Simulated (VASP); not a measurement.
Wanted: the native input for a VASP 6.6.1 run.

```
Task                   : single point
Functional             : PBEsol
Potentials or basis    : VASP PAW PBE potentials, release 64 (Ga_d, Mg, O)
Cutoff                 : 520 eV
k mesh                 : 2 × 2 × 2, shifted
Occupations            : gaussian, width 0.02 eV
Spin                   : collinear spin
Dipole correction      : no
Further INCAR settings : LREAL = Auto; ALGO = Normal; EDIFF = 1e-07; NBANDS = 96
```

The structure of Mg15GaO16 (a cell with a defect) lies in POSCAR:

```
Mg15GaO16
1.0
   -4.2140464025      4.2140464025     -4.2140464025
    4.2140464025      4.2140464025      4.2140464025
    4.2140464025     -4.2140464025     -4.2140464025
Ga Mg O
1 15 16
Direct
    0.2500000000      0.7500000000      0.0000000000
   -0.0010638936      0.0010638936      0.0000000000
    0.5010638936      0.7500000000      0.7489361064
    0.7500000000      0.2500000000      0.0000000000
    0.2500000000      0.0010638936      0.7489361064
    0.5010638936      0.4989361064      0.0000000000
   -0.0010638936      0.2478722128      0.7489361064
    0.7500000000      0.7500000000      0.5000000000
    0.5010638936      0.0010638936      0.5021277872
    0.7478722128      0.4989361064      0.7489361064
   -0.0010638936      0.7500000000      0.2510638936
    0.2500000000      0.2500000000      0.5000000000
   -0.0010638936      0.4989361064      0.4978722128
    0.7521277872      0.0010638936      0.2510638936
    0.5010638936      0.2521277872      0.2510638936
    0.2500000000      0.4989361064      0.2510638936
    0.2500000000      0.4922441795      0.7422441795
   -0.0077558205      0.7500000000      0.7422441795
    0.5000000000      0.5000000000      0.5000000000
    0.7500000000      0.0000000000      0.7500000000
    0.2500000000      0.7500000000      0.5000000000
    0.5000000000      0.2500000000      0.7500000000
    0.0000000000      0.0000000000      0.5000000000
    0.7500000000      0.5000000000      0.2500000000
    0.5077558205      0.7500000000      0.2577558205
    0.7500000000      0.2500000000      0.5000000000
   -0.0077558205      0.4922441795      0.0000000000
    0.2500000000      0.0077558205      0.2577558205
    0.0000000000      0.2500000000      0.2500000000
    0.7500000000      0.7500000000      0.0000000000
    0.5077558205      0.0077558205      0.0000000000
    0.2500000000      0.2500000000      0.0000000000
```

These files were run (other wordings do the same):

INCAR

```
  PREC = Accurate
  ENCUT = 520
  EDIFF = 1E-7
  ISMEAR = 0
  SIGMA = 0.02
  LREAL = Auto
  LASPH = T
  NELM = 150
  ALGO = Normal
  ISIF = 2
  LWAVE = F
  LCHARG = T
  ISPIN = 2
  MAGMOM = 0.143 0 0 0 0 0 0 0 0 0 0 0 0 0 0 0 0.143 0.143 0 0 0 0 0 0 0.143 0 0.143 0.143 0 0 0.143 0
  LORBIT = 11
  GGA = PS
  LELF = T
  LVHAR = T
  NBANDS = 96
```

KPOINTS

```
Automatic mesh
0
Gamma
  2 2 2
  0.5 0.5 0.5
```

Potentials or basis: VASP PAW PBE potentials, release 64 (Ga_d, Mg, O).

Launch:

```sh
$ cat potpaw_PBE.64/Ga_d/POTCAR potpaw_PBE.64/Mg/POTCAR potpaw_PBE.64/O/POTCAR > POTCAR
$ mpirun -np 1 vasp_std > vasp.out
```

It gave:

* Pressure: 2.8 GPa
* Largest force: 0.025 eV/Å
* Band gap on the k mesh: 0.26 eV
* Net moment: 1.00 μB per cell
* Site moments: Ga +0.37; Mg +0.00, +0.01; O +0.07, +0.01, +0.00 μB
* Valence electrons inside the program's atomic spheres: Ga 11.60; Mg 0.41, 0.43; O 5.06, 5.08

Caveat: the PAW data sets were made with another functional, which shifts forces and pressure a little.

Run time: 5.6 min on 1 thread of Intel(R) Xeon(R) Platinum 8259CL CPU @ 2.50GHz (Skylake/Cascade Lake), on a shared host, peak memory 0.54 GiB.
